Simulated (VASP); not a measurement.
Crystal: CuPt.

```
CELL_PARAMETERS angstrom
1.36230 0.78652 4.24445
-1.36230 0.78652 4.24445
0.00000 -1.57305 4.24445
ATOMIC_POSITIONS crystal
Cu 0.00000 0.00000 0.00000
Pt 0.50000 0.50000 0.50000
```

Base run:

```yaml
Program: VASP 6.6.1
Functional: LDA
Potentials_or_basis: VASP PAW LDA potentials, release 64 (Cu, Pt)
Cutoff: 520 eV
k_mesh: 14 × 14 × 14
Occupations: fermi-dirac, width 0.1 eV
Spin: collinear spin
Starting_moments: "[0.6, 0.6] μB"
Fixed_moment: 1.2 μB
```

Its results: pressure -4.9 GPa; site moments Cu +0.31; Pt +0.81 μB.

**Question.** The run is repeated on the same cell with these changes: fixed moment from 1.2 μB to 1.8 μB; moments at the start from [0.6, 0.6] to [0.9, 0.9]. What comes out?

**Answer.** Pressure -1.0 GPa; site moments Cu +0.51; Pt +1.15 μB.

Caveats: the total moment is fixed, so each spin has its own Fermi level; the cell stands under tension (at least some runs).
